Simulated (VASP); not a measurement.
# BaCd3Se4 (I4/mmm) in VASP: further runs

BaCd3Se4 is run at these levels: PBE; tasks: single point.

Everything below comes from runs of VASP 6.6.1. Logs are shortened: lines on timing, memory, paths and dates and some standing lists are left out, and cuts for length are marked.

## 1. The cell of the first run

The structure is tetragonal, space group I4/mmm (No. 139). Conventional cell: a = 6.545 Å, b = 6.545 Å, c = 15.958 Å, α = 90.00°, β = 90.00°, γ = 90.00°. Ba (site symmetry 4/mmm) has 2 Se at 2.94 Å and 4 Cd at 3.27 Å within 3.9 Å. Within 4.3 Å of Cd (site symmetry mmm) lie 2 Ba at 3.27 Å and 2 Cd at 3.27 Å and 4 Se at 4.28 Å. Cd (site symmetry 4/mmm) has 2 Se at 2.76 Å and 4 Cd at 3.27 Å within 3.6 Å. Within 3.0 Å of Se (site symmetry 4mm) lie 1 Se at 2.28 Å and 1 Cd at 2.76 Å. Within 3.0 Å of Se (site symmetry 4mm) lie 1 Se at 2.28 Å and 1 Ba at 2.94 Å.

## 2. Single point, PBE

The input, INCAR:

```
SYSTEM = BaCd3Se4
PREC     = Accurate       ! precision mode
ENCUT    = 520            ! plane-wave cutoff, eV
EDIFF    = 1E-7           ! SCF threshold, eV
ISMEAR   = 0              ! smearing method
SIGMA    = 0.15           ! smearing width, eV
LREAL    = .False.        ! projectors in reciprocal space
LASPH    = .True.         ! aspherical terms in the spheres
NELM     = 80             ! most SCF steps
ALGO     = Normal         ! electronic algorithm
ISIF     = 2              ! what is computed and relaxed
LWAVE    = .False.        ! write WAVECAR
LCHARG   = .True.         ! write CHGCAR
GGA      = PE             ! functional
LELF     = .True.         ! ELF
LVHAR    = .True.       
NBANDS   = 45             ! bands
```

The input, KPOINTS:

```
regular mesh
0
Gamma
  3 3 3
  0 0 0
```

The input, POSCAR:

```
BaCd3Se4
1.0
   -3.2726122453      3.2726122453      7.9792180147
    3.2726122453     -3.2726122453      7.9792180147
    3.2726122453      3.2726122453     -7.9792180147
Ba Cd Se
1 3 4
Direct
    0.0000000000      0.0000000000      0.0000000000
    0.5000000000      0.0000000000      0.5000000000
    0.0000000000      0.5000000000      0.5000000000
    0.5000000000      0.5000000000      0.0000000000
    0.6726655302      0.6726655302      0.0000000000
    0.3273344698      0.3273344698      0.0000000000
    0.8156445318      0.8156445318      0.0000000000
    0.1843554682      0.1843554682      0.0000000000
```

Potentials or basis: VASP PAW PBE potentials, release 64 (Ba_sv, Cd, Se).

Command:

```sh
cat potpaw_PBE.64/Ba_sv/POTCAR potpaw_PBE.64/Cd/POTCAR potpaw_PBE.64/Se/POTCAR > POTCAR
mpirun -np 1 vasp_std > vasp.out
```

OUTCAR:

```text
SYSTEM = BaCd3Se4
   PREC = Accurate
   ENCUT = 520
   EDIFF = 1E-7
   ISMEAR = 0
   LREAL = .False.
   LASPH = .True.
   NELM = 80
   ISIF = 2
   GGA = PE

 ion  position               nearest neighbor table
   1  0.000  0.000  0.000-   7 2.94   8 2.94   2 3.27   3 3.27   3 3.27   2 3.27
   2  0.500  0.000  0.500-   1 3.27   4 3.27   4 3.27   1 3.27
   3  0.000  0.500  0.500-   1 3.27   4 3.27   1 3.27   4 3.27
   4  0.500  0.500  0.000-   5 2.76   6 2.76   2 3.27   3 3.27   2 3.27   3 3.27
   5  0.673  0.673  0.000-   7 2.28   4 2.76
   6  0.327  0.327  0.000-   8 2.28   4 2.76
   7  0.816  0.816  0.000-   5 2.28   1 2.94
   8  0.184  0.184  0.000-   6 2.28   1 2.94

  LATTYP: Found a body centered tetragonal cell.
 ALAT       =     6.5452244906
 C/A-ratio  =     2.4381800888

  Lattice vectors:

 A1 = (  -3.2726122453,   3.2726122453,   7.9792180147)
 A2 = (   3.2726122453,  -3.2726122453,   7.9792180147)
 A3 = (   3.2726122453,   3.2726122453,  -7.9792180147)

Analysis of symmetry for initial positions (statically):
=====================================================================
 Subroutine PRICEL returns:
 Original cell was already a primitive cell.

 Routine SETGRP: Setting up the symmetry group for a
 body centered tetragonal supercell.

 Subroutine GETGRP returns: Found 16 space group operations
 (whereof 16 operations were pure point group operations)
 out of a pool of 16 trial point group operations.

The static configuration has the point symmetry D_4h.

Analysis of symmetry for dynamics (positions and initial velocities):
=====================================================================
 Subroutine PRICEL returns:
 Original cell was already a primitive cell.

 Routine SETGRP: Setting up the symmetry group for a
 body centered tetragonal supercell.

 Subroutine GETGRP returns: Found 16 space group operations
 (whereof 16 operations were pure point group operations)
 out of a pool of 16 trial point group operations.

The dynamic configuration has the point symmetry D_4h.

 Subroutine INISYM returns: Found 16 space group operations
 (whereof 16 operations are pure point group operations),
 and found     1 'primitive' translations

----------------------------------------------------------------------------------------

                                     Primitive cell

  volume of cell :     341.8294

  direct lattice vectors                    reciprocal lattice vectors
    -3.272612245  3.272612245  7.979218015     0.000000000  0.152783148  0.062662782
     3.272612245 -3.272612245  7.979218015     0.152783148  0.000000000  0.062662782
     3.272612245  3.272612245 -7.979218015     0.152783148  0.152783148  0.000000000

  length of vectors
     9.224310378  9.224310378  9.224310378     0.165134232  0.165134232  0.216068000

  position of ions in fractional coordinates (direct lattice)
     0.000000000  0.000000000  0.000000000
     0.500000000  0.000000000  0.500000000
     0.000000000  0.500000000  0.500000000
     0.500000000  0.500000000  0.000000000
     0.672665530  0.672665530  0.000000000
     0.327334470  0.327334470  0.000000000
     0.815644532  0.815644532  0.000000000
     0.184355468  0.184355468  0.000000000

  ion indices of the primitive-cell ions
   primitive index   ion index
                 1           1
                 2           2
                 3           3
                 4           4
                 5           5
                 6           6
                 7           7
                 8           8

----------------------------------------------------------------------------------------

 KPOINTS: regular mesh

Automatic generation of k-mesh.
 Grid dimensions read from file:
 generate k-points for:    3    3    3

 Generating k-lattice:

  Cartesian coordinates                     Fractional coordinates (reciprocal lattice)
     0.000000000  0.050927716  0.020887594     0.333333333  0.000000000  0.000000000
     0.050927716  0.000000000  0.020887594     0.000000000  0.333333333  0.000000000
     0.050927716  0.050927716  0.000000000     0.000000000  0.000000000  0.333333333

  Length of vectors
     0.055044744  0.055044744  0.072022667

  Shift w.r.t. Gamma in fractional coordinates (k-lattice)
     0.000000000  0.000000000  0.000000000

 Subroutine IBZKPT returns following result:
 ===========================================

 Found      6 irreducible k-points:

 Following reciprocal coordinates:
            Coordinates               Weight
  0.000000  0.000000  0.000000      1.000000
  0.333333  0.000000 -0.000000      8.000000
  0.333333  0.333333 -0.000000      8.000000
 -0.333333  0.333333  0.000000      4.000000
 -0.333333  0.333333  0.333333      4.000000
 -0.333333 -0.333333  0.333333      2.000000
   k-points           NKPTS =      6   k-points in BZ     NKDIM =      6   number of bands    NBANDS=     45
   number of dos      NEDOS =    301   number of ions     NIONS =      8
   total plane-waves  NPLWV = 343000
   dimension x,y,z NGX =    70 NGY =   70 NGZ =   70
   dimension x,y,z NGXF=   140 NGYF=  140 NGZF=  140
   ions per type =               1   3   4
   NGX,Y,Z   is equivalent  to a cutoff of  12.62, 12.62, 12.62 a.u.
   NGXF,Y,Z  is equivalent  to a cutoff of  25.23, 25.23, 25.23 a.u.
 SYSTEM =  BaCd3Se4
   PREC   = accura    normal or accurate (medium, high low for compatibility)
   ISTART =      0    job   : 0-new  1-cont  2-samecut
   ICHARG =      2    charge: 1-file 2-atom 10-const
   ISPIN  =      1    spin polarized calculation?
   LNONCOLLINEAR =      F non collinear calculations
   LSORBIT =      F    spin-orbit coupling
   LASPH  =      T    aspherical Exc in radial PAW
   ENCUT  =  520.0 eV  38.22 Ry    6.18 a.u.  17.15 17.15 17.15*2*pi/ulx,y,z
   NELM   =     80;   NELMIN=  2; NELMDL= -5     # of ELM steps
   EDIFF  = 0.1E-06   stopping-criterion for ELM
   LREAL  =      F    real-space projection
   EDIFFG = 0.1E-05   stopping-criterion for IOM
   NSW    =      0    number of steps for IOM
   IBRION =     -1    ionic relax: 0-MD 1-quasi-New 2-CG
   NFREE  =      0    steps in history (QN), initial steepest desc. (CG)
   ISIF   =      2    stress and relaxation
   ISYM   =      2    0-nonsym 1-usesym 2-fastsym
   POTIM  = 0.5000    time-step for ionic-motion
   TEBEG  =    0.0;   TEEND  =   0.0 temperature during run
   PSTRESS=    0.0 pullay stress
   NELECT =      70.0000    total number of electrons
   NUPDOWN=      -1.0000    fix difference up-down
   EMIN   =  10.00;   EMAX   =-10.00  energy-range for DOS
   EFERMI =   0.00;   METHOD = LEGACY
   ISMEAR =     0;   SIGMA  =   0.15  broadening in eV -4-tet -1-fermi 0-gaus
   EFERMI_NEDOS =   21; number of points for ismear=-14 and -15
   IALGO  =     38    algorithm
   IMIX   =      4    mixing-type and parameters
     AMIX     =   0.40;   BMIX     =  1.00
     AMIX_MAG =   1.60;   BMIX_MAG =  1.00
  volume/ion in A,a.u.               =      42.73       288.35
  Fermi-wavevector in a.u.,A,eV,Ry     =   0.964949  1.823489 12.668747  0.931127
  Thomas-Fermi vector in A             =   2.094624
   LORBIT       =      0    0 simple, 1 ext, 2 COOP (PROOUT), +10 PAW based schemes
   GGA     = PE    functional components
   LHFCALC =     F    Hartree Fock is set to
   AEXX    =    0.0000 exact exchange contribution
   IVDW    =     0    specifies the selected vdW correction
   LEPSILON=     F    determine dielectric tensor
   LRPA    =     F    only Hartree local field effects (RPA)
 non-spin polarized calculation
 Gauss-broadening in eV      SIGMA  =   0.15
  energy-cutoff  :      520.00
  volume of cell :      341.83
 maximum number of plane-waves:      9221
 NGX is ok and might be reduce to    70
   NGX = 35   NGY = 35   NGZ = 35

 number of electron      69.9999990 magnetization

 Free energy of the ion-electron system (eV)
  ---------------------------------------------------
  ext. energy  EPLUGINS =         0.00000000
  ---------------------------------------------------
  free energy    TOTEN  =       -16.77621185 eV

  energy without entropy =      -16.67316151  energy(sigma->0) =      -16.72468668

 E-fermi :  -0.2594     XC(G=0):  -7.2690

 val. band max:       -0.3162809093   @ k =   0.3333   0.3333  -0.0000
 cond. band min:      -0.2591130857   @ k =  -0.3333  -0.3333   0.3333
 fundamental gap:      0.0571678235
 Fermi energy:        -0.2594243285

 k-point     1 :       0.0000    0.0000    0.0000
  band No.  band energies     occupation
      1     -28.5081      2.00000
      2     -14.5427      2.00000
      3     -14.1759      2.00000
      4     -13.8381      2.00000
      5     -13.8381      2.00000
      6     -13.5620      2.00000
[... 37 lines left out ...]
     44       3.0424      0.00000
     45       3.1172      0.00000

 k-point     2 :       0.3333    0.0000   -0.0000
  band No.  band energies     occupation
      1     -28.5074      2.00000
      2     -14.5653      2.00000
      3     -14.1321      2.00000
      4     -13.8898      2.00000
      5     -13.8399      2.00000
      6     -13.5846      2.00000
[... 37 lines left out ...]
     44       3.2013      0.00000
     45       3.9119      0.00000

 k-point     3 :       0.3333    0.3333   -0.0000
  band No.  band energies     occupation
      1     -28.5068      2.00000
      2     -14.5737      2.00000
      3     -14.1176      2.00000
      4     -13.8913      2.00000
      5     -13.8910      2.00000
      6     -13.5883      2.00000
[... 37 lines left out ...]
     44       3.7585      0.00000
     45       4.1681      0.00000

 k-point     4 :      -0.3333    0.3333    0.0000
  band No.  band energies     occupation
      1     -28.5068      2.00000
      2     -14.5607      2.00000
      3     -14.1471      2.00000
      4     -13.8910      2.00000
      5     -13.8910      2.00000
      6     -13.5688      2.00000
[... 37 lines left out ...]
     44       3.1527      0.00000
     45       4.2534      0.00000

 k-point     5 :      -0.3333    0.3333    0.3333
  band No.  band energies     occupation
      1     -28.5074      2.00000
      2     -14.5778      2.00000
      3     -14.1197      2.00000
      4     -13.8893      2.00000
      5     -13.8399      2.00000
      6     -13.5732      2.00000
[... 37 lines left out ...]
     44       3.3051      0.00000
     45       3.7281      0.00000

 k-point     6 :      -0.3333   -0.3333    0.3333
  band No.  band energies     occupation
      1     -28.5081      2.00000
      2     -14.5828      2.00000
      3     -14.1032      2.00000
      4     -13.8381      2.00000
      5     -13.8381      2.00000
      6     -13.5896      2.00000
[... 37 lines left out ...]
     44       3.3380      0.00000
     45       3.7526      0.00000

------------------------ aborting loop because EDIFF is reached ----------------------------------------

  FORCE on cell =-STRESS in cart. coord.  units (eV):
  Direction    XX          YY          ZZ          XY          YZ          ZX
  --------------------------------------------------------------------------------------
  -------------------------------------------------------------------------------------
  Total        0.4733414      0.4733414      1.6045317      0.0000000      0.0000000      0.0000000
  in kB        2.2185827      2.2185827      7.5205477      0.0000000      0.0000000      0.0000000
  external PRESSURE =       3.9859044 kB  Pullay stress =       0.0000000 kB

 VOLUME and BASIS-vectors are now :
 -----------------------------------------------------------------------------
  energy-cutoff  :      520.00
  volume of cell :      341.83
      direct lattice vectors                 reciprocal lattice vectors
    -3.272612245  3.272612245  7.979218015     0.000000000  0.152783148  0.062662782
     3.272612245 -3.272612245  7.979218015     0.152783148  0.000000000  0.062662782
     3.272612245  3.272612245 -7.979218015     0.152783148  0.152783148  0.000000000

 POSITION                                       TOTAL-FORCE (eV/Angst)
 -----------------------------------------------------------------------------------
      0.00000      0.00000      0.00000         0.000000      0.000000     -0.000000
      0.00000      3.27261      0.00000         0.000000      0.000000     -0.000000
      3.27261      0.00000      0.00000         0.000000      0.000000     -0.000000
      0.00000      0.00000      7.97922         0.000000      0.000000     -0.000000
      0.00000      0.00000     10.73469         0.000000      0.000000      0.026649
      0.00000      0.00000      5.22375        -0.000000     -0.000000     -0.026649
      0.00000      0.00000     13.01641         0.000000      0.000000     -0.113806
      0.00000      0.00000      2.94202        -0.000000     -0.000000      0.113806
 -----------------------------------------------------------------------------------
    total drift:                                0.000000      0.000000     -0.000000

  FREE ENERGIE OF THE ION-ELECTRON SYSTEM (eV)
  ---------------------------------------------------
  free  energy   TOTEN  =       -16.7762118461 eV

  energy  without entropy=      -16.6731615087  energy(sigma->0) =      -16.72468668
```

Wall time 2.3 min (1 thread of AMD EPYC 9R45 (Zen 5), shared host); peak memory 0.65 GiB.

What came out:

* Free energy: -16.7762 eV
* Pressure: 0.4 GPa
* Largest force: 0.114 eV/Å
* Band gap on the k mesh: zero (band 35 reaches -0.21 eV, above the bottom of band 36 at -0.35 eV)

Forces on the atoms (eV/Å):
```
Ba   0.000  0.000  0.000
Cd   0.000  0.000  0.000
Cd   0.000  0.000  0.000
Cd   0.000  0.000  0.000
Se   0.000  0.000  0.027
Se   0.000  0.000 -0.027
Se   0.000  0.000 -0.114
Se   0.000  0.000  0.114
```

Stress tensor (GPa, compression positive):
```
0.22 0.00 0.00
0.00 0.22 0.00
0.00 0.00 0.75
```

Caveat: the k points lie up to 0.45 Å⁻¹ apart; spin-orbit coupling is left out, which moves the levels of the heavy elements.

## 3. Single point, PBE

This run uses another cell than the first one, of 25.17 Å³/atom, 0.589 times its volume.

The input, INCAR:

```
ALGO = Normal
EDIFF = 1E-7
ENCUT = 520
GGA = PE
ISIF = 2
ISMEAR = 0
LASPH = T
LCHARG = F
LREAL = F
LWAVE = F
NBANDS = 45
NELM = 60
PREC = Accurate
SIGMA = 0.15
```

The input, KPOINTS:

```
k-points
0
Gamma
  3 3 3
```

The input, POSCAR:

```
BaCd3Se4
1.0
   -2.5568830178      2.5568830178      7.6996984579
    2.5568830178     -2.5568830178      7.6996984579
    2.5568830178      2.5568830178     -7.6996984579
Ba Cd Se
1 3 4
Direct
    0.5000000000      0.5000000000      0.0000000000
    0.7689936491      0.7689936491      0.0000000000
    0.2310063509      0.2310063509      0.0000000000
    0.0000000000      0.0000000000      0.0000000000
    0.6375788036      0.1375788036      0.5000000000
    0.1375788036      0.6375788036      0.5000000000
    0.3624211964      0.8624211964      0.5000000000
    0.8624211964      0.3624211964      0.5000000000
```

Potentials or basis: VASP PAW PBE potentials, release 64 (Ba_sv, Cd, Se).

Command:

```sh
cat potpaw_PBE.64/Ba_sv/POTCAR potpaw_PBE.64/Cd/POTCAR potpaw_PBE.64/Se/POTCAR > POTCAR
mpirun -np 1 vasp_std > vasp.out
```

Wall time 2.7 min (1 thread of Intel Xeon Platinum 8375C at 2.90GHz (Ice Lake), shared host); peak memory 0.53 GiB.

Results (log left out):

```yaml
Free_energy: -22.0803 eV
Pressure: 0.3 GPa
Largest_force: 0.035 eV/Å
Band_gap_on_the_k_mesh: zero (band 35 reaches 2.69 eV, above the bottom of band 36 at 2.60 eV)
```

Forces in eV/Å, atoms in the order of the input:
```
Ba   0.000  0.000  0.000
Cd   0.000  0.000  0.035
Cd   0.000  0.000 -0.035
Cd   0.000  0.000  0.000
Se   0.000  0.000 -0.021
Se   0.000  0.000 -0.021
Se   0.000  0.000  0.021
Se   0.000  0.000  0.021
```

Stress tensor (GPa, compression positive):
```
0.11 0.00 0.00
0.00 0.11 0.00
0.00 0.00 0.61
```

Levels at points of the mesh, in eV from the Fermi level:
```
           k point  band 31  band 32  band 33  band 34  band 35  band 36  band 37  band 38  band 39  band 40
(0.00, 0.00, 0.00)    -1.19    -1.00    -0.64    -0.64    -0.35    -0.14    -0.14     1.93     3.33     3.40
```

Caveat: the k points lie up to 0.58 Å⁻¹ apart; spin-orbit coupling is left out, which moves the levels of the heavy elements.
